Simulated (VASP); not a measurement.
# LiF (lda) (Fm-3m) in VASP: vibrations by perturbation theory with LDA

Aim: the vibrations by perturbation theory of LiF (lda) with LDA.

Program: VASP 6.6.1. These are calculated values, not measurements. Logs are shortened: lines on timing, memory, paths and dates and some standing lists are left out, and cuts for length are marked.

### Step 1. The cell of the first run

It takes space group Fm-3m (No. 225, cubic). Conventional cell: a = 3.909 Å, b = 3.909 Å, c = 3.909 Å, α = 90.00°, β = 90.00°, γ = 90.00°. Li (site symmetry m-3m) has 6 F at 1.95 Å within 2.6 Å. Within 2.6 Å of F (site symmetry m-3m) lie 6 Li at 1.95 Å.

### Step 2. Vibrations by perturbation theory, LDA

INCAR

```
  PREC = Accurate
  ENCUT = 520
  EDIFF = 1E-8
  ISMEAR = 0
  SIGMA = 0.01
  LREAL = F
  LASPH = T
  NELM = 60
  ALGO = Normal
  ISIF = 2
  LWAVE = F
  LCHARG = F
  GGA = CA
  IBRION = 8
  NSW = 1
  LEPSILON = T
```

KPOINTS

```
regular mesh
0
Gamma
  10 10 10
```

POSCAR

```
LiF
1.0
    0.0000000000      1.9544373904      1.9544373904
    1.9544373904      0.0000000000      1.9544373904
    1.9544373904      1.9544373904      0.0000000000
Li F
1 1
Direct
    0.0000000000      0.0000000000      0.0000000000
    0.5000000000      0.5000000000      0.5000000000
```

Potentials or basis: VASP PAW LDA potentials, release 64 (Li_sv, F).

Command:

```sh
$ cat potpaw_LDA.64/Li_sv/POTCAR potpaw_LDA.64/F/POTCAR > POTCAR
$ mpirun -np 1 vasp_std > vasp.out
```

OUTCAR:

```text
PREC = Accurate
   ENCUT = 520
   EDIFF = 1E-8
   ISMEAR = 0
   LREAL = F
   LASPH = T
   NELM = 60
   ISIF = 2
   GGA = CA
   IBRION = 8
   NSW = 1
   LEPSILON = T

 ion  position               nearest neighbor table
   1  0.000  0.000  0.000-   2 1.95   2 1.95   2 1.95   2 1.95   2 1.95   2 1.95
   2  0.500  0.500  0.500-   1 1.95   1 1.95   1 1.95   1 1.95   1 1.95   1 1.95

  LATTYP: Found a face centered cubic cell.
 ALAT       =     3.9088747808

  Lattice vectors:

 A1 = (   0.0000000000,   1.9544373904,   1.9544373904)
 A2 = (   1.9544373904,   0.0000000000,   1.9544373904)
 A3 = (   1.9544373904,   1.9544373904,   0.0000000000)

Analysis of symmetry for initial positions (statically):
=====================================================================
 Subroutine PRICEL returns:
 Original cell was already a primitive cell.

 Routine SETGRP: Setting up the symmetry group for a
 face centered cubic supercell.

 Subroutine GETGRP returns: Found 48 space group operations
 (whereof 48 operations were pure point group operations)
 out of a pool of 48 trial point group operations.

The static configuration has the point symmetry O_h .

Analysis of symmetry for dynamics (positions and initial velocities):
=====================================================================
 Subroutine PRICEL returns:
 Original cell was already a primitive cell.

 Routine SETGRP: Setting up the symmetry group for a
 face centered cubic supercell.

 Subroutine GETGRP returns: Found 48 space group operations
 (whereof 48 operations were pure point group operations)
 out of a pool of 48 trial point group operations.

The dynamic configuration has the point symmetry O_h .

 Subroutine INISYM returns: Found 48 space group operations
 (whereof 48 operations are pure point group operations),
 and found     1 'primitive' translations

----------------------------------------------------------------------------------------

[... 520 lines left out ...]

 MACROSCOPIC STATIC DIELECTRIC TENSOR (including local field effects in DFT)
 ------------------------------------------------------
           2.111849     0.000000    -0.000000
          -0.000000     2.111849     0.000000
           0.000000     0.000000     2.111849
 ------------------------------------------------------

 PIEZOELECTRIC TENSOR (including local field effects)  for field in x, y, z        (e  Angst)
          XX          YY          ZZ          XY          YZ          ZX
  --------------------------------------------------------------------------------
  x     0.00000     0.00000     0.00000     0.00000     0.00000     0.00000
  y     0.00000     0.00000     0.00000     0.00000     0.00000     0.00000
  z     0.00000     0.00000     0.00000     0.00000     0.00000     0.00000

 PIEZOELECTRIC TENSOR (including local field effects)  for field in x, y, z        (C/m^2)
          XX          YY          ZZ          XY          YZ          ZX
  --------------------------------------------------------------------------------
  x     0.00000     0.00000     0.00000     0.00000     0.00000     0.00000
  y     0.00000     0.00000     0.00000     0.00000     0.00000     0.00000
  z     0.00000     0.00000     0.00000     0.00000     0.00000     0.00000

 BORN EFFECTIVE CHARGES (including local field effects) (in |e|, cummulative output)
 ---------------------------------------------------------------------------------
 ion    1
    1     1.03816     0.00000     0.00000
    2    -0.00000     1.03816     0.00000
    3     0.00000     0.00000     1.03816
 ion    2
    1    -1.03816    -0.00000     0.00000
    2     0.00000    -1.03816     0.00000
    3     0.00000     0.00000    -1.03816

 INTERNAL STRAIN TENSOR FOR ION    2 for displacements in x,y,z  (eV/Angst):
          X           Y           Z          XY          YZ          ZX
  --------------------------------------------------------------------------------
  x     0.00000     0.00000     0.00000     0.00000     0.00000     0.00000
  y     0.00000     0.00000     0.00000     0.00000     0.00000     0.00000
  z     0.00000     0.00000     0.00000     0.00000     0.00000     0.00000

 SECOND DERIVATIVES (NOT SYMMETRIZED)
 ------------------------------------
               1X          1Y          1Z          2X          2Y          2Z
  1X    -2.227237    0.000000    0.000000    2.227237    0.000000    0.000000
  1Y     0.000000   -2.227237    0.000000    0.000000    2.227237    0.000000
  1Z     0.000000    0.000000   -2.227237    0.000000    0.000000    2.227237
  2X     2.238358    0.000000    0.000000   -2.238358    0.000000    0.000000
  2Y     0.000000    2.238358    0.000000    0.000000   -2.238358    0.000000
  2Z     0.000000    0.000000    2.238358    0.000000    0.000000   -2.238358

 Eigenvectors and eigenvalues of the dynamical matrix
 ----------------------------------------------------

   1 f  =   10.317317 THz    64.825612 2PiTHz  344.148636 cm-1    42.668974 meV
             X         Y         Z           dx          dy          dz
      0.000000  0.000000  0.000000    -0.206502   -0.828759    0.000000
      1.954437  1.954437  1.954437     0.125751    0.504680    0.000000
[... 21 lines left out ...]
   6 f/i=    0.011414 THz     0.071714 2PiTHz    0.380720 cm-1     0.047203 meV
             X         Y         Z           dx          dy          dz
      0.000000  0.000000  0.000000     0.000000    0.000000   -0.520110
      1.954437  1.954437  1.954437     0.000000    0.000000   -0.854099

--------------------------------------------------------------------------------------------------------

 MACROSCOPIC STATIC DIELECTRIC TENSOR IONIC CONTRIBUTION
 ------------------------------------------------------
           5.849925    -0.000000     0.000000
          -0.000000     5.849925    -0.000000
           0.000000    -0.000000     5.849925
 ------------------------------------------------------

 ELASTIC MODULI CONTR FROM IONIC RELAXATION (kBar)
 Direction    XX          YY          ZZ          XY          YZ          ZX
 --------------------------------------------------------------------------------
 XX           0.0000      0.0000      0.0000      0.0000      0.0000      0.0000
 YY           0.0000      0.0000      0.0000      0.0000      0.0000      0.0000
 ZZ           0.0000      0.0000      0.0000      0.0000      0.0000      0.0000
 XY           0.0000      0.0000      0.0000      0.0000      0.0000      0.0000
 YZ           0.0000      0.0000      0.0000      0.0000      0.0000      0.0000
 ZX           0.0000      0.0000      0.0000      0.0000      0.0000      0.0000
 --------------------------------------------------------------------------------

 PIEZOELECTRIC TENSOR IONIC CONTR  for field in x, y, z        (C/m^2)
          XX          YY          ZZ          XY          YZ          ZX
  --------------------------------------------------------------------------------
  x     0.00000     0.00000     0.00000     0.00000     0.00000     0.00000
  y     0.00000     0.00000     0.00000     0.00000     0.00000     0.00000
  z     0.00000     0.00000     0.00000     0.00000     0.00000     0.00000
```

OSZICAR:

```text
N       E                     dE             d eps       ncg     rms          rms(c)
DAV:   1     0.259163124471E+02    0.25916E+02   -0.57602E+03   886   0.112E+03
DAV:   2    -0.102351998896E+02   -0.36152E+02   -0.35638E+02   940   0.203E+02
DAV:   3    -0.109817161636E+02   -0.74652E+00   -0.74492E+00  1081   0.273E+01
DAV:   4    -0.109927450675E+02   -0.11029E-01   -0.11015E-01  1147   0.303E+00
[... 220 lines left out ...]
RMM:  11    -0.509494199360E+00   -0.29958E-06   -0.16277E-08  3998   0.240E-04    0.280E-06
RMM:  12    -0.509494192789E+00    0.65705E-08    0.17259E-07  4020   0.105E-04    0.191E-06
RMM:  13    -0.509494144481E+00    0.48308E-07    0.34890E-08  3996   0.461E-05    0.185E-07
RMM:  14    -0.509494139159E+00    0.53226E-08    0.38631E-09  3585   0.207E-05    0.227E-07
 Linear response finished
```

stdout:

```text
POSCAR found type information on POSCAR LiF
 POSCAR found :  2 types and       2 ions
 scaLAPACK will be used
 LDA part: xc-table for (Slater(with rela. corr.)+CA(PZ))
 , standard interpolation
 POSCAR, INCAR and KPOINTS ok, starting setup
 FFT: planning ... GRIDC
 FFT: planning ... GRID_SOFT
 FFT: planning ... GRID
[... 24 lines left out ...]
 Linear response to external field, progress :
  Direction:   3
 dielectric tensor                  component  3 :    -0.006     0.090     2.112
 Linear response DOF=           2
 Linear response progress:
 first order change of Fermi-energy   0.26752E-01
 force on displaced ion       1 direction 1 :  -2.227   0.000   0.000
 Born effective charge ion    1 direction 1 :   1.038   0.000   0.000
 Linear response progress:
 first order change of Fermi-energy  -0.25770E-01
 force on displaced ion       2 direction 1 :  -2.238   0.000   0.000
 Born effective charge ion    2 direction 1 :  -1.039   0.000   0.000
 Born effective charges drift removed
 Linear response finished
```

Run time: 96 s. Hardware: 1 thread of Intel Xeon Platinum 8488C (Sapphire Rapids), shared host; peak memory 0.16 GiB.

Results:

```yaml
Electronic_dielectric_tensor_diagonal: 2.11
Born_charges_mean_of_the_diagonal: Li +1.04; F -1.04 e
Highest_phonon_frequency_at_Γ_LO-TO_splitting_left_out: 344 cm⁻¹
```

Phonon frequencies in cm⁻¹ (negative: imaginary):
| q point | frequencies |
| --- | --- |
| (0.000, 0.000, 0.000) | 0 0 0 344 344 344 |

Electronic dielectric tensor:
```
2.11 0.00 0.00
0.00 2.11 0.00
0.00 0.00 2.11
```

Born effective charge tensors (e):
atom 1, Li
```
1.04 0.00 0.00
0.00 1.04 0.00
0.00 0.00 1.04
```
atom 2, F
```
-1.04  0.00  0.00
 0.00 -1.04  0.00
 0.00  0.00 -1.04
```
